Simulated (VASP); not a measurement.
# Nb3Sn (Pm-3n) in VASP: settings compared

The runs below take Nb3Sn through single point, band structure, with LDA, PBE.

Everything below comes from runs of VASP 6.6.1. Logs are shortened: lines on timing, memory, paths and dates and some standing lists are left out, and cuts for length are marked.

## 1. The cell of the first run

The structure is cubic, space group Pm-3n (No. 223). Conventional cell: a = 5.282 Å, b = 5.282 Å, c = 5.282 Å, α = 90.00°, β = 90.00°, γ = 90.00°. Within 3.9 Å of Sn (site symmetry m-3) lie 12 Nb at 2.95 Å. Within 3.5 Å of Nb (site symmetry -4m2) lie 10 Nb at 2.64 to 3.23 Å and 4 Sn at 2.95 Å.

## 2. Single point, LDA

The input, POSCAR:

```
Nb3Sn
1.0
    5.2821000000      0.0000000000      0.0000000000
    0.0000000000      5.2821000000      0.0000000000
    0.0000000000      0.0000000000      5.2821000000
Sn Nb
2 6
Direct
    0.5000000000      0.5000000000      0.5000000000
    0.0000000000      0.0000000000      0.0000000000
    0.0000000000      0.5000000000      0.2500000000
    0.0000000000      0.5000000000      0.7500000000
    0.5000000000      0.2500000000      0.0000000000
    0.7500000000      0.0000000000      0.5000000000
    0.5000000000      0.7500000000      0.0000000000
    0.2500000000      0.0000000000      0.5000000000
```

The input, INCAR.step1:

```
  GGA = CA
  ISMEAR = 1
  SIGMA = 0.1
  LWAVE = False
  LCHARG = True
  NBANDS = 81
  PREC = Accurate
  LASPH = True
  LREAL = False
  ALGO = Normal
  EDIFF = 1E-6
  NELM = 120
  GGA_COMPAT = False
  ENCUT = 340
  LMAXMIX = 4
  KPAR = 4
```

The input, KPOINTS.step1:

```
k-points
0
Gamma
  6 6 6
```

The input, INCAR.step2:

```
  GGA = CA
  ISMEAR = -5
  LWAVE = False
  LCHARG = False
  NBANDS = 81
  PREC = Accurate
  LASPH = True
  LREAL = False
  ALGO = Normal
  EDIFF = 1E-6
  NELM = 120
  GGA_COMPAT = False
  ENCUT = 340
  LMAXMIX = 4
  NEDOS = 2001
  LORBIT = 11
  EMIN = -5.7518
  EMAX = 19.2482
  ICHARG = 11
  KPAR = 4
```

The input, KPOINTS.step2:

```
Automatic mesh
0
Gamma
  7 7 7
  0 0 0
```

Potentials or basis: VASP PAW LDA potentials, release 64 (Sn_d, Nb_sv).

Run with:

```bash
$ cat potpaw_LDA.64/Sn_d/POTCAR potpaw_LDA.64/Nb_sv/POTCAR > POTCAR
$ cp INCAR.step1 INCAR
$ cp KPOINTS.step1 KPOINTS
$ mpirun -np 4 vasp_std > vasp.out
$ cp INCAR.step2 INCAR
$ cp KPOINTS.step2 KPOINTS
$ mpirun -np 4 vasp_std > vasp.out
```

OUTCAR:

```text
GGA = CA
   ISMEAR = -5
   PREC = Accurate
   LASPH = True
   LREAL = False
   EDIFF = 1E-6
   NELM = 120
   ENCUT = 340
   LORBIT = 11
   EMIN = -5.7518
   ICHARG = 11

 Found     20 irreducible k-points:

 Following reciprocal coordinates:
            Coordinates               Weight
  0.000000  0.000000  0.000000      1.000000
  0.142857  0.000000  0.000000      6.000000
  0.285714  0.000000  0.000000      6.000000
  0.428571  0.000000  0.000000      6.000000
  0.142857  0.142857  0.000000     12.000000
  0.285714  0.142857  0.000000     24.000000
   k-points           NKPTS =     20   k-points in BZ     NKDIM =     20   number of bands    NBANDS=     81
   number of dos      NEDOS =   2001   number of ions     NIONS =      8
   total plane-waves  NPLWV =  32768
   dimension x,y,z NGX =    32 NGY =   32 NGZ =   32
   dimension x,y,z NGXF=    64 NGYF=   64 NGZF=   64
   ions per type =               2   6
   NGX,Y,Z   is equivalent  to a cutoff of  10.07, 10.07, 10.07 a.u.
   NGXF,Y,Z  is equivalent  to a cutoff of  20.14, 20.14, 20.14 a.u.
 SYSTEM =  unknown system
   PREC   = accura    normal or accurate (medium, high low for compatibility)
   ISTART =      0    job   : 0-new  1-cont  2-samecut
   ICHARG =     11    charge: 1-file 2-atom 10-const
   ISPIN  =      1    spin polarized calculation?
   LNONCOLLINEAR =      F non collinear calculations
   LSORBIT =      F    spin-orbit coupling
   LASPH  =      T    aspherical Exc in radial PAW
   ENCUT  =  340.0 eV  24.99 Ry    5.00 a.u.   7.94  7.94  7.94*2*pi/ulx,y,z
   NELM   =    120;   NELMIN=  2; NELMDL=  0     # of ELM steps
   EDIFF  = 0.1E-05   stopping-criterion for ELM
   LREAL  =      F    real-space projection
   EDIFFG = 0.1E-04   stopping-criterion for IOM
   NSW    =      0    number of steps for IOM
   IBRION =     -1    ionic relax: 0-MD 1-quasi-New 2-CG
   NFREE  =      0    steps in history (QN), initial steepest desc. (CG)
   ISIF   =      2    stress and relaxation
   ISYM   =      2    0-nonsym 1-usesym 2-fastsym
   POTIM  = 0.5000    time-step for ionic-motion
   TEBEG  =    0.0;   TEEND  =   0.0 temperature during run

   SCALEE = 1.0000    scale energy and forces
   PSTRESS=    0.0 pullay stress
   NELECT =     106.0000    total number of electrons
   NUPDOWN=      -1.0000    fix difference up-down
   EMIN   =  -5.75;   EMAX   = 19.25  energy-range for DOS
   EFERMI =   0.00;   METHOD = LEGACY
   ISMEAR =    -5;   SIGMA  =   0.20  broadening in eV -4-tet -1-fermi 0-gaus
   EFERMI_NEDOS =   21; number of points for ismear=-14 and -15
   IALGO  =     38    algorithm
   IMIX   =      4    mixing-type and parameters
     AMIX     =   0.40;   BMIX     =  1.00
     AMIX_MAG =   1.60;   BMIX_MAG =  1.00
  volume/ion in A,a.u.               =      18.42       124.32
  Fermi-wavevector in a.u.,A,eV,Ry     =   1.466798  2.771845 29.272866  2.151495
  Thomas-Fermi vector in A             =   2.582492
   LORBIT       =     11    0 simple, 1 ext, 2 COOP (PROOUT), +10 PAW based schemes
   GGA     = CA    functional components
   LHFCALC =     F    Hartree Fock is set to
   AEXX    =    0.0000 exact exchange contribution
   IVDW    =     0    specifies the selected vdW correction
   LEPSILON=     F    determine dielectric tensor
   LRPA    =     F    only Hartree local field effects (RPA)

   CSHIFT  =0.1000    complex shift for real part using Kramers Kronig

   OMEGAMAX=  -1.0    maximum frequency
 non-spin polarized calculation
 Fermi weights with tetrahedron method with Bloechl corrections
  energy-cutoff  :      340.00
  volume of cell :      147.37
 maximum number of plane-waves:      2116
 NGX is ok and might be reduce to    32

 number of electron     106.0000056 magnetization

 Free energy of the ion-electron system (eV)
  ---------------------------------------------------
  ext. energy  EPLUGINS =         0.00000000
  ---------------------------------------------------
  free energy    TOTEN  =       -78.06160324 eV

  energy without entropy =      -78.06160324  energy(sigma->0) =      -78.06160324

 E-fermi :  11.2295     XC(G=0): -12.5904

 val. band max:       11.2517603022   @ k =   0.4286   0.4286   0.0000
 cond. band min:      11.2284911072   @ k =   0.1429   0.0000   0.0000
 fundamental gap:     -0.0232691950
 Fermi energy:        11.2295001321

 k-point     1 :       0.0000    0.0000    0.0000
  band No.  band energies     occupation
      1     -43.0009      2.00000
      2     -42.9255      2.00000
      3     -42.9255      2.00000
      4     -42.6975      2.00000
      5     -42.6975      2.00000
      6     -42.6975      2.00000
[... 57 lines left out ...]
     64      15.0190      0.00000
     65      15.0190      0.00000

 k-point     2 :       0.1429    0.0000    0.0000
  band No.  band energies     occupation
      1     -42.9947      2.00000
      2     -42.9283      2.00000
      3     -42.9171      2.00000
      4     -42.7101      2.00000
      5     -42.6975      2.00000
      6     -42.6975      2.00000
[... 57 lines left out ...]
     64      14.9059      0.00000
     65      14.9924      0.00000

 k-point     3 :       0.2857    0.0000    0.0000
  band No.  band energies     occupation
      1     -42.9799      2.00000
      2     -42.9363      2.00000
      3     -42.8906      2.00000
      4     -42.7451      2.00000
      5     -42.6975      2.00000
      6     -42.6975      2.00000
[... 57 lines left out ...]
     64      14.8919      0.00000
     65      14.8919      0.00000

 k-point     4 :       0.4286    0.0000    0.0000
  band No.  band energies     occupation
      1     -42.9634      2.00000
      2     -42.9484      2.00000
      3     -42.8470      2.00000
      4     -42.7945      2.00000
      5     -42.6975      2.00000
      6     -42.6975      2.00000
[... 57 lines left out ...]
     64      14.6483      0.00000
     65      14.9749      0.00000

 k-point     5 :       0.1429    0.1429    0.0000
  band No.  band energies     occupation
      1     -42.9883      2.00000
      2     -42.9251      2.00000
      3     -42.9147      2.00000
      4     -42.7113      2.00000
      5     -42.7090      2.00000
      6     -42.6975      2.00000
[... 57 lines left out ...]
     64      14.7999      0.00000
     65      14.8209      0.00000

 k-point     6 :       0.2857    0.1429    0.0000
  band No.  band energies     occupation
      1     -42.9736      2.00000
      2     -42.9302      2.00000
      3     -42.8909      2.00000
      4     -42.7454      2.00000
      5     -42.7101      2.00000
      6     -42.6975      2.00000
[... 57 lines left out ...]
     64      14.6727      0.00000
     65      14.9303      0.00000

 [... further k-points ...]

 [bands above 65 left out]

------------------------ aborting loop because EDIFF is reached ----------------------------------------

  FORCE on cell =-STRESS in cart. coord.  units (eV):
  Direction    XX          YY          ZZ          XY          YZ          ZX
  --------------------------------------------------------------------------------------
  -------------------------------------------------------------------------------------
  Total       -6.1335271     -6.1335271     -6.1335271      0.0000000     -0.0000000     -0.0000000
  in kB      -66.6808326    -66.6808326    -66.6808326      0.0000000     -0.0000000     -0.0000000
  external PRESSURE =     -66.6808326 kB  Pullay stress =       0.0000000 kB

 VOLUME and BASIS-vectors are now :
 -----------------------------------------------------------------------------
  energy-cutoff  :      340.00
  volume of cell :      147.37
      direct lattice vectors                 reciprocal lattice vectors
     5.282100000  0.000000000  0.000000000     0.189318642  0.000000000  0.000000000
     0.000000000  5.282100000  0.000000000     0.000000000  0.189318642  0.000000000
     0.000000000  0.000000000  5.282100000     0.000000000  0.000000000  0.189318642

 POSITION                                       TOTAL-FORCE (eV/Angst)
 -----------------------------------------------------------------------------------
      2.64105      2.64105      2.64105        -0.000000     -0.000000      0.000000
      0.00000      0.00000      0.00000        -0.000000     -0.000000      0.000000
      0.00000      2.64105      1.32052        -0.000000     -0.000000     -0.000000
      0.00000      2.64105      3.96157        -0.000000      0.000000      0.000000
      2.64105      1.32052      0.00000        -0.000000     -0.000000     -0.000000
      3.96157      0.00000      2.64105        -0.000000      0.000000     -0.000000
      2.64105      3.96157      0.00000         0.000000      0.000000      0.000000
      1.32052      0.00000      2.64105         0.000000      0.000000      0.000000
 -----------------------------------------------------------------------------------
    total drift:                                0.000000     -0.000000      0.000000

  FREE ENERGIE OF THE ION-ELECTRON SYSTEM (eV)
  ---------------------------------------------------
  free  energy   TOTEN  =       -78.0616032405 eV

  energy  without entropy=      -78.0616032405  energy(sigma->0) =      -78.06160324

 total charge

# of ion       s       p       d       tot
------------------------------------------
    1        1.101   1.465  10.052  12.619
    2        1.101   1.465  10.052  12.619
    3        2.184   5.997   2.555  10.735
    4        2.184   5.997   2.555  10.735
    5        2.184   5.997   2.555  10.735
    6        2.184   5.997   2.555  10.735
    7        2.184   5.997   2.555  10.735
    8        2.184   5.997   2.555  10.735
--------------------------------------------------
tot         15.305  38.910  35.432  89.647
```

Wall time 68 s (4 MPI ranks of Intel Xeon Platinum 8259CL at 2.50GHz (Skylake/Cascade Lake), shared host); peak memory 0.2 GiB.

Results:

```yaml
Valence_electrons_inside_the_program's_atomic_spheres: Sn 12.62; Nb 10.73
Density_of_states_at_the_Fermi_level: 2.27 states/eV/atom
```

Caveat: the cutoff is under 1.25 times the usual one of these potentials, so pressure, stress and relaxed cells hold a basis-set (Pulay) error; spin-orbit coupling is left out, which moves the levels of the heavy elements; tetrahedron occupations give inexact forces and stress in metals.

## 3. Single point, LDA

POSCAR is that of step 2.

INCAR.step1: that of step 2 with these lines changed.

```diff
@@ -13,3 +13,3 @@
   GGA_COMPAT = False
-  ENCUT = 340
+  ENCUT = 470
   LMAXMIX = 4
```

KPOINTS.step1 is that of step 2.

INCAR.step2: that of step 2 with these lines changed.

```diff
@@ -12,8 +12,8 @@
   GGA_COMPAT = False
-  ENCUT = 340
+  ENCUT = 470
   LMAXMIX = 4
-  NEDOS = 2001
+  NEDOS = 4001
   LORBIT = 11
-  EMIN = -5.7518
-  EMAX = 19.2482
+  EMIN = -5.7573
+  EMAX = 19.2427
   ICHARG = 11
```

The input, KPOINTS.step2:

```
Automatic mesh
0
Gamma
  12 12 12
  0 0 0
```

Potentials or basis: VASP PAW LDA potentials, release 64 (Sn_d, Nb_sv).

Run with:

```bash
$ cat potpaw_LDA.64/Sn_d/POTCAR potpaw_LDA.64/Nb_sv/POTCAR > POTCAR
$ cp INCAR.step1 INCAR
$ cp KPOINTS.step1 KPOINTS
$ mpirun -np 4 vasp_std > vasp.out
$ cp INCAR.step2 INCAR
$ cp KPOINTS.step2 KPOINTS
$ mpirun -np 4 vasp_std > vasp.out
```

Wall time 4.7 min (4 MPI ranks of Intel Xeon Platinum 8259CL at 2.50GHz (Skylake/Cascade Lake), shared host); peak memory 0.61 GiB.

The run converged. Its results:

```yaml
Valence_electrons_inside_the_program's_atomic_spheres: Sn 12.62; Nb 10.73
Density_of_states_at_the_Fermi_level: 2.20 states/eV/atom
```

Levels at points of the mesh, in eV from the Fermi level:
```csv
k point,band 51,band 52,band 53,band 54,band 55,band 56
"(0.00, 0.00, 0.00)",-0.52,-0.52,-0.06,-0.06,2.37,2.37
"(0.50, 0.00, 0.00)",-0.82,-0.82,-0.36,-0.36,1.53,1.53
"(0.50, 0.50, 0.00)",0.17,0.17,0.22,0.58,0.65,0.65
"(0.50, 0.50, 0.50)",0.03,0.03,0.14,0.14,0.14,0.14
```

Caveat: spin-orbit coupling is left out, which moves the levels of the heavy elements; tetrahedron occupations give inexact forces and stress in metals.

## 4. Band structure, PBE

The input, INCAR:

```
SYSTEM = Nb3Sn
GGA = PE ; ISMEAR = 1
SIGMA = 0.1 ; LWAVE = .False.
LCHARG = .False. ; NBANDS = 74
PREC = Accurate ; LASPH = .True.
LREAL = .False. ; ALGO = Normal
EDIFF = 1E-6 ; NELM = 120
GGA_COMPAT = .False. ; ENCUT = 340
LMAXMIX = 4 ; KPAR = 4
```

The input, KPOINTS:

```
Automatic mesh
0
Gamma
  6 6 6
  0 0 0
```

The input, KPOINTS_OPT:

```
path GXMGRX,MR
12
line-mode
reciprocal
 0.0000000000  0.0000000000  0.0000000000  G
 0.0000000000  0.5000000000  0.0000000000  X

 0.0000000000  0.5000000000  0.0000000000  X
 0.5000000000  0.5000000000  0.0000000000  M

 0.5000000000  0.5000000000  0.0000000000  M
 0.0000000000  0.0000000000  0.0000000000  G

 0.0000000000  0.0000000000  0.0000000000  G
 0.5000000000  0.5000000000  0.5000000000  R

 0.5000000000  0.5000000000  0.5000000000  R
 0.0000000000  0.5000000000  0.0000000000  X

 0.5000000000  0.5000000000  0.0000000000  M
 0.5000000000  0.5000000000  0.5000000000  R
```

POSCAR is that of step 3.

Potentials or basis: VASP PAW PBE potentials, release 64 (Sn_d, Nb_sv).

Run with:

```bash
$ cat potpaw_PBE.64/Sn_d/POTCAR potpaw_PBE.64/Nb_sv/POTCAR > POTCAR
$ mpirun -np 4 vasp_std > vasp.out
```

Run time: 41 s. Hardware: 4 MPI ranks of Intel Xeon 6975P-C (Granite Rapids), shared host; peak memory 0.28 GiB.

Results (log left out):

- Free energy: -70.2884 eV
- Pressure: 2.7 GPa
- Band gap along the path: zero within the smearing

Levels at the corners of the path, in eV from the Fermi level:
```csv
point,band 51,band 52,band 53,band 54,band 55,band 56
Γ,-0.55,-0.55,-0.06,-0.06,2.39,2.39
X,-0.85,-0.85,-0.37,-0.37,1.52,1.52
X,-0.85,-0.85,-0.37,-0.37,1.52,1.52
M,0.17,0.17,0.20,0.58,0.63,0.63
M,0.17,0.17,0.20,0.58,0.63,0.63
Γ,-0.55,-0.55,-0.06,-0.06,2.39,2.39
Γ,-0.55,-0.55,-0.06,-0.06,2.39,2.39
R,0.03,0.03,0.12,0.12,0.12,0.12
R,0.03,0.03,0.12,0.12,0.12,0.12
X,-0.85,-0.85,-0.37,-0.37,1.52,1.52
M,0.17,0.17,0.20,0.58,0.63,0.63
R,0.03,0.03,0.12,0.12,0.12,0.12
```

Caveat: the cutoff is under 1.25 times the usual one of these potentials, so pressure, stress and relaxed cells hold a basis-set (Pulay) error; spin-orbit coupling is left out, which moves the levels of the heavy elements.

## 5. Band structure, PBE

The input, INCAR:

```
SYSTEM = Nb3Sn
GGA = PE ; ISMEAR = 1
SIGMA = 0.05 ; LWAVE = .False.
LCHARG = .False. ; NBANDS = 84
PREC = Accurate ; LASPH = .True.
LREAL = .False. ; ALGO = Normal
EDIFF = 1E-7 ; NELM = 120
GGA_COMPAT = .False. ; ENCUT = 590
LMAXMIX = 4 ; KPAR = 4
```

The input, KPOINTS:

```
Automatic mesh
0
Gamma
  8 8 8
  0 0 0
```

KPOINTS_OPT is that of step 4.

POSCAR is that of step 4.

Run with:

```bash
$ cat potpaw_PBE.64/Sn_d/POTCAR potpaw_PBE.64/Nb_sv/POTCAR > POTCAR
$ mpirun -np 4 vasp_std > vasp.out
```

Wall time 3.5 min (4 MPI ranks of Intel Xeon 6975P-C (Granite Rapids), shared host); peak memory 0.71 GiB.

Results (log left out):

```
Free energy             : -70.3153 eV
Pressure                : 3.3 GPa
Band gap along the path : zero within the smearing
```

Levels at the corners of the path, in eV from the Fermi level:
```csv
point,band 49,band 50,band 51,band 52,band 53,band 54,band 55,band 56,band 57,band 58
Γ,-1.38,-0.55,-0.55,-0.55,-0.06,-0.06,2.39,2.39,2.39,2.48
X,-1.01,-1.01,-0.84,-0.84,-0.37,-0.37,1.53,1.53,2.19,2.19
X,-1.01,-1.01,-0.84,-0.84,-0.37,-0.37,1.53,1.53,2.19,2.19
M,0.10,0.10,0.17,0.17,0.20,0.59,0.63,0.63,0.76,0.92
M,0.10,0.10,0.17,0.17,0.20,0.59,0.63,0.63,0.76,0.92
Γ,-1.38,-0.55,-0.55,-0.55,-0.06,-0.06,2.39,2.39,2.39,2.48
Γ,-1.38,-0.55,-0.55,-0.55,-0.06,-0.06,2.39,2.39,2.39,2.48
R,0.04,0.04,0.04,0.04,0.13,0.13,0.13,0.13,0.13,0.13
R,0.04,0.04,0.04,0.04,0.13,0.13,0.13,0.13,0.13,0.13
X,-1.01,-1.01,-0.84,-0.84,-0.37,-0.37,1.53,1.53,2.19,2.19
M,0.10,0.10,0.17,0.17,0.20,0.59,0.63,0.63,0.76,0.92
R,0.04,0.04,0.04,0.04,0.13,0.13,0.13,0.13,0.13,0.13
```

Caveat: the cell stands under pressure; spin-orbit coupling is left out, which moves the levels of the heavy elements.

## 6. Overview

```tsv
task	level	potentials or basis	k mesh	cutoff (eV)	smearing	tolerance level	purpose	K density	route	gap on the mesh (eV)	pressure (GPa)
single point	LDA	VASP PAW LDA potentials, release 64 (Sn_d, Nb_sv)	7 × 7 × 7	340	tetrahedron 0.1 eV	standard	density of states	6 × 6 × 6	-	none	-
single point	LDA	VASP PAW LDA potentials, release 64 (Sn_d, Nb_sv)	12 × 12 × 12	470	tetrahedron 0.1 eV	standard	density of states	6 × 6 × 6	-	none	-
band structure	PBE	VASP PAW PBE potentials, release 64 (Sn_d, Nb_sv)	6 × 6 × 6	340	methfessel-paxton 0.1 eV	screening	bands	-	KPOINTS_OPT	-	2.7
band structure	PBE	VASP PAW PBE potentials, release 64 (Sn_d, Nb_sv)	8 × 8 × 8	590	methfessel-paxton 0.05 eV	screening	bands	-	KPOINTS_OPT	-	3.3
```

Alike in all rows: no spin polarisation; cell as given.

Caveats: spin-orbit coupling is left out, which moves the levels of the heavy elements; the cutoff is under 1.25 times the usual one of these potentials, so pressure, stress and relaxed cells hold a basis-set (Pulay) error (at least some runs); tetrahedron occupations give inexact forces and stress in metals (at least some runs); the cell stands under pressure (at least some runs).

Total energies depend on the potentials used, so only differences within one code and one set of settings carry meaning.
